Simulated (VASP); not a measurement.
Mo: single point with PBE+D3(BJ)

Mo:

```
CELL_PARAMETERS angstrom
6.60044 0.00000 0.00000
0.00000 6.60044 0.00000
0.00000 0.00000 6.60044
ATOMIC_POSITIONS crystal
Mo 0.99597 0.94158 0.92870
Mo 0.51477 0.98559 0.94482
Mo 0.99353 0.45753 0.98217
Mo 0.96517 0.03738 0.42977
Mo 0.26533 0.22585 0.24935
Mo 0.47973 0.50875 0.95461
Mo 0.46186 0.97050 0.48510
Mo 0.73687 0.22409 0.22589
Mo 0.98829 0.55166 0.42602
Mo 0.20429 0.78095 0.18335
Mo 0.26992 0.22564 0.69374
Mo 0.53086 0.52324 0.46495
Mo 0.74328 0.74497 0.24715
Mo 0.77368 0.19326 0.72994
Mo 0.22948 0.70789 0.74177
Mo 0.76410 0.72745 0.68735
```

| Quantity | Value |
| --- | --- |
| Program | VASP 6.6.1 |
| Task | single point |
| Functional | PBE |
| Dispersion | D3(BJ) |
| Potentials or basis | VASP PAW PBE potentials, release 64 (Mo_sv) |
| Cutoff | 520 eV |
| k mesh | 2 × 2 × 2 |
| Occupations | fermi-dirac, width 0.17 eV |
| Spin | no spin polarisation |

```yaml
Pressure: -18.9 GPa
Largest_force: 3.715 eV/Å
Band_gap_on_the_k_mesh: zero (bands 112 and 113 overlap by 0.20 eV)
Dispersion_energy_per_atom: -0.618 eV
```

Forces on the atoms (eV/Å):
```
Mo  -0.427  2.532  1.169
Mo  -0.734  0.239  0.701
Mo   0.029  0.135 -0.927
Mo   2.074 -2.146  1.804
Mo   0.009  0.776 -1.743
Mo   0.605 -0.836  0.431
Mo   0.877  0.947 -1.033
Mo  -0.777  1.581 -1.534
Mo   1.275 -2.653  1.431
Mo   2.020 -1.818  1.321
Mo  -0.618  0.240  1.217
Mo  -1.950 -1.858  0.125
Mo  -1.142  0.571 -3.489
Mo  -1.449  2.196 -0.209
Mo   1.169  0.272 -1.542
Mo  -0.961 -0.178  2.278
```

Stress tensor (GPa, compression positive):
```
-19.76  -1.75   1.06
 -1.75 -20.18   0.09
  1.06   0.09 -16.79
```

Levels at points of the mesh, in eV from the Fermi level:
```csv
k point,band 109,band 110,band 111,band 112,band 113,band 114,band 115,band 116
"(0.00, 0.00, 0.00)",-0.23,-0.06,-0.01,0.12,0.42,0.62,0.77,0.94
"(0.50, 0.00, 0.00)",-0.33,-0.33,-0.19,-0.08,0.05,0.11,0.33,0.35
"(0.00, 0.50, 0.00)",-0.33,-0.29,-0.06,0.03,0.13,0.25,0.31,0.36
"(0.00, 0.00, 0.50)",-0.33,-0.32,-0.07,0.02,0.12,0.21,0.32,0.48
"(0.50, 0.50, 0.00)",-0.63,-0.42,-0.28,-0.14,-0.01,0.05,0.15,0.17
"(0.00, 0.50, 0.50)",-0.57,-0.45,-0.33,-0.24,-0.04,0.04,0.11,0.43
"(0.50, 0.00, 0.50)",-0.56,-0.47,-0.34,-0.17,-0.09,0.08,0.23,0.33
"(0.50, 0.50, 0.50)",-1.13,-1.04,-1.00,-0.93,0.30,0.62,0.66,0.79
```

Run time: 16 min on 1 thread of Oxide Virtual Turin-like Processor (shared host), peak memory 0.41 GiB.

Caveat: the k points lie up to 0.48 Å⁻¹ apart; forces of over 1 eV/Å act on the atoms, so gaps and moduli don't describe the material at rest.
